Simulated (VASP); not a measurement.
CoO: relaxation of cell and atoms with r2SCAN

CoO:

```
CELL_PARAMETERS angstrom
0.00000 2.27124 2.27124
2.27124 0.00000 2.27124
2.27124 2.27124 0.00000
ATOMIC_POSITIONS crystal
Co 0.00000 0.00000 0.00000
O 0.25000 0.25000 0.25000
```

```json
{"Program": "VASP 6.6.1", "Task": "relaxation of cell and atoms", "Functional": "r2SCAN", "Potentials or basis": "VASP PAW PBE potentials, release 64 (Co, O)", "Cutoff": "600 eV", "k mesh": "14 × 14 × 14", "Occupations": "gaussian, width 0.02 eV", "Spin": "no spin polarisation", "Dipole correction": "no", "Further INCAR settings": "ALGO = Normal; EDIFF = 1e-06; IBRION = 2; EDIFFG = -0.01; NSW = 80; ISIF = 3"}
```

| Quantity | Value |
| --- | --- |
| Relaxed volume | 10.09 Å³/atom |
| Relaxed cell | a = 3.056 Å, b = 3.056 Å, c = 3.056 Å, α = 60.00°, β = 60.00°, γ = 60.00° |
| Space group after relaxing (to 0.1 Å) | F-43m (No. 216) |
| Energy gained by relaxing | 132.3 meV/atom |
| Ionic steps | 6 |
| Pressure after relaxing | 0.0 GPa |
| Band gap on the k mesh | zero (an odd number of electrons rules out a gap without spin polarisation) |

Step by step:
```csv
step,energy change (eV),largest force (eV/Å),pressure (GPa),volume (Å³)
1,0.0000,0.0000,-22.51,23.43
2,-0.1216,0.0000,26.57,18.28
3,-0.2645,0.0000,-0.25,20.21
4,-0.2645,0.0000,0.37,20.15
5,-0.2645,0.0000,-0.40,20.21
6,-0.2646,0.0000,-0.01,20.17
```

Final structure:
```
CELL_PARAMETERS angstrom
0.00000 2.16069 2.16069
2.16069 0.00000 2.16069
2.16069 2.16069 0.00000
ATOMIC_POSITIONS crystal
Co 0.00000 0.00000 0.00000
O 0.25000 0.25000 0.25000
```

Levels at points of the mesh, in eV from the Fermi level:
| k point | band 3 | band 4 | band 5 | band 6 | band 7 | band 8 | band 9 | band 10 | band 11 |
| --- | --- | --- | --- | --- | --- | --- | --- | --- | --- |
| (0.00, 0.00, 0.00) | -7.17 | -7.17 | -1.82 | -1.82 | 0.57 | 1.51 | 1.51 | 1.51 | 15.84 |
| (0.50, 0.00, 0.00) | -6.85 | -6.85 | -1.58 | -1.58 | -1.31 | 0.47 | 0.47 | 6.65 | 8.03 |
| (0.50, 0.50, 0.00) | -6.42 | -6.42 | -2.39 | -1.37 | -1.11 | -0.54 | -0.54 | 6.25 | 11.27 |

Run time: 16 min on 1 thread of Intel Xeon 8259CL (shared host), peak memory 0.2 GiB.

Caveat: the PAW data sets were made with another functional, which shifts forces and pressure a little; an odd number of electrons without spin polarisation forces a metal; a magnetic or distorted state may lie lower; the run has no spin polarisation, though such a crystal can be magnetic; semilocal functionals often make such compounds metallic where correlation or magnetic order opens a gap, which also shifts bond lengths. Spin polarisation is off, so any magnetic state and its effect on volume and gap are missing.
